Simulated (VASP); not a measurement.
# Zr (P6_3/mmc) in VASP: notebook

Runs on Zr. Level: PBE. Tasks: single point, relaxation of cell and atoms.

Everything below comes from runs of VASP 6.6.1. Logs are shortened: lines on timing, memory, paths and dates and some standing lists are left out, and cuts for length are marked.

## Step 1: The cell of the first run

Symmetry: P6_3/mmc, No. 194, hexagonal system. Conventional cell: a = 3.233 Å, b = 3.233 Å, c = 5.169 Å, α = 90.00°, β = 90.00°, γ = 120.00°. Within 4.2 Å of Zr (site symmetry -6m2) lie 12 Zr at 3.19 to 3.23 Å.

## Step 2: Single point, PBE

Input file INCAR:

```
SYSTEM = Zr
PREC = Accurate ; ENCUT = 520
EDIFF = 1E-7 ; ISMEAR = 0
SIGMA = 0.1 ; LREAL = .False.
LASPH = .True. ; NELM = 100
ALGO = Fast ; ISIF = 2
LWAVE = .False. ; LCHARG = .True.
GGA = PE ; LELF = .True.
LVHAR = .True. ; NBANDS = 19
```

Input file KPOINTS:

```
Automatic mesh
0
Gamma
  18 18 8
  0 0 0
```

Input file POSCAR:

```
Zr
1.0
    3.2330459668      0.0000000000      0.0000000000
   -1.6165229834      2.7998999389      0.0000000000
    0.0000000000      0.0000000000      5.1689926105
Zr
2
Direct
    0.3333333333      0.6666666667      0.2500000000
    0.6666666667      0.3333333333      0.7500000000
```

Potentials or basis: VASP PAW PBE potentials, release 64 (Zr_sv).

Started as:

```console
> cat potpaw_PBE.64/Zr_sv/POTCAR > POTCAR
> mpirun -np 1 vasp_std > vasp.out
```

OUTCAR:

```text
SYSTEM = Zr
   PREC = Accurate
   ENCUT = 520
   EDIFF = 1E-7
   ISMEAR = 0
   LREAL = .False.
   LASPH = .True.
   NELM = 100
   ISIF = 2
   GGA = PE

 ion  position               nearest neighbor table
   1  0.333  0.667  0.250-   2 3.19   2 3.19   2 3.19   2 3.19   2 3.19   2 3.19
   2  0.667  0.333  0.750-   1 3.19   1 3.19   1 3.19   1 3.19   1 3.19   1 3.19

  LATTYP: Found a hexagonal cell.
 ALAT       =     3.2330459668
 C/A-ratio  =     1.5987996037

  Lattice vectors:

 A1 = (   3.2330459668,   0.0000000000,   0.0000000000)
 A2 = (  -1.6165229834,   2.7998999389,   0.0000000000)
 A3 = (   0.0000000000,   0.0000000000,   5.1689926105)

Analysis of symmetry for initial positions (statically):
=====================================================================
 Subroutine PRICEL returns:
 Original cell was already a primitive cell.

 Routine SETGRP: Setting up the symmetry group for a
 hexagonal supercell.

 Subroutine GETGRP returns: Found 24 space group operations
 (whereof 12 operations were pure point group operations)
 out of a pool of 24 trial point group operations.

The static configuration has the point symmetry D_3d.
 The point group associated with its full space group is D_6h.

Analysis of symmetry for dynamics (positions and initial velocities):
=====================================================================
 Subroutine PRICEL returns:
 Original cell was already a primitive cell.

 Routine SETGRP: Setting up the symmetry group for a
 hexagonal supercell.

 Subroutine GETGRP returns: Found 24 space group operations
 (whereof 12 operations were pure point group operations)
 out of a pool of 24 trial point group operations.

The dynamic configuration has the point symmetry D_3d.
 The point group associated with its full space group is D_6h.

 Subroutine INISYM returns: Found 24 space group operations
 (whereof 12 operations are pure point group operations),
 and found     1 'primitive' translations

----------------------------------------------------------------------------------------

                                     Primitive cell

  volume of cell :      46.7908

  direct lattice vectors                    reciprocal lattice vectors
     3.233045967  0.000000000  0.000000000     0.309305840  0.178577810  0.000000000
    -1.616522983  2.799899939  0.000000000     0.000000000  0.357155620  0.000000000
[... 76 lines left out ...]
   PREC   = accura    normal or accurate (medium, high low for compatibility)
   ISTART =      0    job   : 0-new  1-cont  2-samecut
   ICHARG =      2    charge: 1-file 2-atom 10-const
   ISPIN  =      1    spin polarized calculation?
   LNONCOLLINEAR =      F non collinear calculations
   LSORBIT =      F    spin-orbit coupling
   LASPH  =      T    aspherical Exc in radial PAW
   ENCUT  =  520.0 eV  38.22 Ry    6.18 a.u.   6.01  6.01  9.61*2*pi/ulx,y,z
   NELM   =    100;   NELMIN=  2; NELMDL= -5     # of ELM steps
   EDIFF  = 0.1E-06   stopping-criterion for ELM
   LREAL  =      F    real-space projection
   EDIFFG = 0.1E-05   stopping-criterion for IOM
   NSW    =      0    number of steps for IOM
   IBRION =     -1    ionic relax: 0-MD 1-quasi-New 2-CG
   NFREE  =      0    steps in history (QN), initial steepest desc. (CG)
   ISIF   =      2    stress and relaxation
   ISYM   =      2    0-nonsym 1-usesym 2-fastsym
   POTIM  = 0.5000    time-step for ionic-motion
   TEBEG  =    0.0;   TEEND  =   0.0 temperature during run
   PSTRESS=    0.0 pullay stress
   NELECT =      24.0000    total number of electrons
   NUPDOWN=      -1.0000    fix difference up-down
   EMIN   =  10.00;   EMAX   =-10.00  energy-range for DOS
   EFERMI =   0.00;   METHOD = LEGACY
   ISMEAR =     0;   SIGMA  =   0.10  broadening in eV -4-tet -1-fermi 0-gaus
   EFERMI_NEDOS =   21; number of points for ismear=-14 and -15
   IALGO  =     68    algorithm
   IMIX   =      4    mixing-type and parameters
     AMIX     =   0.40;   BMIX     =  1.00
     AMIX_MAG =   1.60;   BMIX_MAG =  1.00
  volume/ion in A,a.u.               =      23.40       157.88
  Fermi-wavevector in a.u.,A,eV,Ry     =   1.310464  2.476418 23.365507  1.717316
  Thomas-Fermi vector in A             =   2.440993
   LORBIT       =      0    0 simple, 1 ext, 2 COOP (PROOUT), +10 PAW based schemes
   GGA     = PE    functional components
   LHFCALC =     F    Hartree Fock is set to
   AEXX    =    0.0000 exact exchange contribution
   IVDW    =     0    specifies the selected vdW correction
   LEPSILON=     F    determine dielectric tensor
   LRPA    =     F    only Hartree local field effects (RPA)
 non-spin polarized calculation
 RMM-DIIS sequential band-by-band and
 Gauss-broadening in eV      SIGMA  =   0.10
  energy-cutoff  :      520.00
  volume of cell :       46.79
 maximum number of plane-waves:      1284
   NGX = 13   NGY = 13   NGZ = 19

 number of electron      24.0000001 magnetization

 Free energy of the ion-electron system (eV)
  ---------------------------------------------------
  ext. energy  EPLUGINS =         0.00000000
  ---------------------------------------------------
  free energy    TOTEN  =       -17.04598082 eV

  energy without entropy =      -17.03589018  energy(sigma->0) =      -17.04093550

 E-fermi :   8.9460     XC(G=0): -11.0600

 val. band max:        8.9360174032   @ k =   0.1111   0.0556   0.3750
 cond. band min:       8.9531572183   @ k =   0.3889   0.2222   0.2500
 fundamental gap:      0.0171398150
 Fermi energy:         8.9460113215

 k-point     1 :       0.0000    0.0000    0.0000
  band No.  band energies     occupation
      1     -39.9087      2.00000
      2     -39.7597      2.00000
      3     -18.4197      2.00000
      4     -17.5623      2.00000
      5     -17.5623      2.00000
      6     -17.4367      2.00000
[... 505 lines left out ...]
      6     -17.8041      2.00000
[... 11 lines left out ...]
     18      13.9896      0.00000
     19      14.7930      0.00000

 [... further k-points ...]
[... 5 lines left out ...]
  --------------------------------------------------------------------------------------
  -------------------------------------------------------------------------------------
  Total        0.0024214      0.0024214     -0.0024985      0.0000000     -0.0000000     -0.0000000
  in kB        0.0829124      0.0829124     -0.0855504      0.0000000     -0.0000000     -0.0000000
  external PRESSURE =       0.0267581 kB  Pullay stress =       0.0000000 kB

 VOLUME and BASIS-vectors are now :
 -----------------------------------------------------------------------------
  energy-cutoff  :      520.00
  volume of cell :       46.79
      direct lattice vectors                 reciprocal lattice vectors
     3.233045967  0.000000000  0.000000000     0.309305840  0.178577810  0.000000000
    -1.616522983  2.799899939  0.000000000     0.000000000  0.357155620  0.000000000
     0.000000000  0.000000000  5.168992611     0.000000000  0.000000000  0.193461294

 POSITION                                       TOTAL-FORCE (eV/Angst)
 -----------------------------------------------------------------------------------
     -0.00000      1.86660      1.29225         0.000000      0.000000      0.000000
      1.61652      0.93330      3.87674        -0.000000     -0.000000      0.000000
 -----------------------------------------------------------------------------------
    total drift:                               -0.000000      0.000000     -0.000000

  FREE ENERGIE OF THE ION-ELECTRON SYSTEM (eV)
  ---------------------------------------------------
  free  energy   TOTEN  =       -17.0459808202 eV

  energy  without entropy=      -17.0358901761  energy(sigma->0) =      -17.04093550
```

stdout:

```text
POSCAR found type information on POSCAR Zr
 POSCAR found :  1 types and       2 ions
 scaLAPACK will be used
 LDA part: xc-table for (Slater+PW92), standard interpolation
 POSCAR, INCAR and KPOINTS ok, starting setup
[... 59 lines left out ...]
 num prob  num prob  num prob  num prob  num prob  num prob  num prob  num prob  num prob  num prob  num prob  num prob WARNING in EDDRMM: call to ZHEGV failed, returncode =   8  4      3
 num prob  num prob  num prob  num prob  num prob  num prob  num prob  num prob  num prob  num prob  num prob  num prob  num prob WARNING in EDDRMM: call to ZHEGV failed, returncode =   8  4      5
 num prob  num prob  num prob  num prob  num prob WARNING in EDDRMM: call to ZHEGV failed, returncode =   8  4      7
 num prob  num prob  num prob WARNING in EDDRMM: call to ZHEGV failed, returncode =   8  4      8
 num prob  num prob  num prob  num prob  num prob  num prob WARNING in EDDRMM: call to ZHEGV failed, returncode =   8  4     18
 num prob  num prob  num prob WAR
```

Wall time 2.8 min (1 thread of AMD EPYC 9R45 (Zen 5), shared host); peak memory 0.22 GiB.

What came out:

```yaml
Free_energy: -17.0460 eV
Pressure: 0.0 GPa
Band_gap_on_the_k_mesh: zero (band 12 reaches 9.88 eV, above the bottom of band 13 at 8.70 eV)
```

[end of part 1 of 2]
